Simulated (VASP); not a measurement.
A run of VASP 6.6.1 is set up as follows.

INCAR

```
SYSTEM = Al2Cu
PREC     = Accurate       ! precision mode
ENCUT    = 520            ! plane-wave cutoff, eV
EDIFF    = 1E-6           ! SCF threshold, eV
ISMEAR   = -1             ! smearing method
SIGMA    = 0.15           ! smearing width, eV
LREAL    = .FALSE.        ! projectors in reciprocal space
LASPH    = .TRUE.         ! aspherical terms in the spheres
NELM     = 60             ! most SCF steps
ALGO     = Fast           ! electronic algorithm
ISIF     = 2              ! what is computed and relaxed
LWAVE    = .FALSE.        ! write WAVECAR
LCHARG   = .FALSE.        ! write CHGCAR
NBANDS   = 26             ! bands
```

KPOINTS

```
regular mesh
0
G
  14 14 14
  0 0 0
```

POSCAR

```
Al2Cu
1.0
   -2.9702256168      2.9702256168      2.3882141549
    2.9702256168     -2.9702256168      2.3882141549
    2.9702256168      2.9702256168     -2.3882141549
Al Cu
4 2
Direct
    0.3405963559      0.1594036441      0.5000000000
    0.1594036441      0.6594036441      0.8188072881
    0.8405963559      0.3405963559      0.1811927119
    0.6594036441      0.8405963559      0.5000000000
    0.7500000000      0.7500000000      0.0000000000
    0.2500000000      0.2500000000      0.0000000000
```

Potentials or basis: VASP PAW LDA potentials, release 64 (Al, Cu).

Launch:

```bash
$ cat potpaw_LDA.64/Al/POTCAR potpaw_LDA.64/Cu/POTCAR > POTCAR
$ mpirun -np 1 vasp_std > vasp.out
```

Problem. Predict the band gap on the k mesh.

Solution. Zero (bands 17 and 18 overlap by 4.30 eV).

Problem. Estimate the largest force.

Solution. 0.004 eV/Å.

Problem. Estimate the pressure.

Solution. 0.3 GPa.

Forces in eV/Å, atoms in the order of the input:
```
Al  -0.003  0.003  0.000
Al  -0.003 -0.003  0.000
Al   0.003  0.003  0.000
Al   0.003 -0.003  0.000
Cu   0.000  0.000  0.000
Cu   0.000  0.000  0.000
```
